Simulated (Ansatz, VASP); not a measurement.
Given: the input of a run of VASP 6.6.1 on CuAu.

Contents of INCAR:

```
SYSTEM = CuAu
  ALGO = Normal
  EDIFF = 1E-6
  EDIFFG = -0.02
  ENCUT = 600
  GGA = PS
  IBRION = 2
  ISIF = 3
  ISMEAR = -1
  LASPH = .True.
  LCHARG = .False.
  LREAL = .False.
  LWAVE = .False.
  NELM = 80
  NSW = 80
  PREC = Accurate
  SIGMA = 0.05
```

Contents of KPOINTS:

```
k-points
0
Gamma
  9 9 7
  0 0 0
```

The input POSCAR:

```
CuAu
1.0
    2.8107494552      0.0000000000      0.0000000000
    0.0000000000      2.8107494552      0.0000000000
    0.0000000000      0.0000000000      3.6850000000
Au Cu
1 1
Direct
    0.0000000000      0.0000000000      0.0000000000
    0.5000000000      0.5000000000      0.5000000000
```

Potentials or basis: VASP PAW PBE potentials, release 64 (Au, Cu).

Launch:

```bash
$ cat potpaw_PBE.64/Au/POTCAR potpaw_PBE.64/Cu/POTCAR > POTCAR
$ mpirun -np 1 vasp_std > vasp.out
```

Translate it to Ansatz 0.2.0. Potentials there: all-electron LAPW, scalar-relativistic.

As run (the cutoff follows the program's own potentials):

The input input.yaml:

```yaml
crystal:
  lattice:
    - [2.8107494552, 0.0, 0.0]
    - [0.0, 2.8107494552, 0.0]
    - [0.0, 0.0, 3.685]
  atoms:
    - { symbol: Au, position: [0.0, 0.0, 0.0] }
    - { symbol: Cu, position: [0.5, 0.5, 0.5] }
kpoints:
  mp_grid: { grid: [9, 9, 7] }
scf:
  occupations: { method: fermi_dirac, width: 0.05 }
hamiltonian:
  xc: pbesol
  pseudopotentials: { kind: all_electron, lapw: { basis_error: 0.001 } }
output:
  forces: true
  stress: true
relax:
  f_tol: 0.02
  max_steps: 60
  cell: {}
```

Potentials or basis: all-electron LAPW, scalar-relativistic.

Launch:

```sh
$ ansatz run input.yaml --threads 1 --pin off --max-ram 3072MiB --backend cpu --events-out ev --progress --plain --runs-dir out
```

Both were run:

|  | VASP | Ansatz | Ansatz less VASP |
| --- | --- | --- | --- |
| relaxed volume (Å³/atom) | 14.22 | 14.20 | -0.019 |
| relaxed length of the cell vector where the two differ most in proportion (Å) | 2.796 | 2.795 | -0.0016 |

VASP's potentials were made for PBE, not for PBEsol. Ansatz ran all-electron here, and VASP with PAW potentials.

Spin-orbit coupling is off throughout.
